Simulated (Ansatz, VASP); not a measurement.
**Two plane-wave programs on KCl**

POSCAR

```
KCl
1.0
    3.7323706966      0.0000000000      0.0000000000
    0.0000000000      3.7323706966      0.0000000000
    0.0000000000      0.0000000000      3.7323706966
K Cl
1 1
Direct
    0.0000000000      0.0000000000      0.0000000000
    0.5000000000      0.5000000000      0.5000000000
```

Contents of INCAR.step1:

```
PREC = Accurate
ENCUT = 520
ISMEAR = 0
SIGMA = 0.02
LREAL = F
LASPH = T
NELM = 60
NBANDS = 15
GGA = PE
ALGO = Normal
EDIFF = 1E-4
LWAVE = T
LCHARG = F
```

INCAR.step2

```
PREC = Accurate
ENCUT = 520
EDIFF = 1E-7
ISMEAR = 0
SIGMA = 0.02
LREAL = F
LASPH = T
NELM = 60
ALGO = Normal
ISIF = 2
LWAVE = F
LCHARG = F
METAGGA = R2SCAN
LMIXTAU = T
NBANDS = 15
ISTART = 1
```

Contents of KPOINTS:

```
regular mesh
0
Gamma
  6 6 6
```

Input for Ansatz:

```yaml
crystal:
  lattice:
    - [3.7323706966, 0.0, 0.0]
    - [0.0, 3.7323706966, 0.0]
    - [0.0, 0.0, 3.7323706966]
  atoms:
    - { symbol: K, position: [0.0, 0.0, 0.0] }
    - { symbol: Cl, position: [0.5, 0.5, 0.5] }
basis:
  ecutwfc: 500
kpoints:
  mp_grid: { grid: [6, 6, 6] }
hamiltonian:
  xc: r2scan
scf:
  occupations: { method: gaussian, width: 0.02 }
output:
  forces: true
  stress: true
  eigenvalues: true
```

Alike in both runs: task single point; functional r2SCAN; k mesh 6 × 6 × 6; occupations gaussian, width 0.02 eV; no spin polarisation.

```csv
,VASP,Ansatz
version,VASP 6.6.1,Ansatz 0.2.0
potentials or method,"VASP PAW PBE potentials, release 64 (K_sv, Cl), cutoff 520 eV","scalar-relativistic, plane waves, PAW"
valence electrons in the cell,16,16
```

```csv
,VASP,Ansatz,Ansatz less VASP
gap on the k mesh at the Fermi level (eV),5.96,5.96,-0.006
least direct gap on the mesh (eV),6.18,6.18,-0.008
pressure (GPa),0.7,0.8,+0.03
```

VASP's potentials were made for PBE, not for r2SCAN. The functional is the same, so the differences come from potentials, cutoffs and numerics.
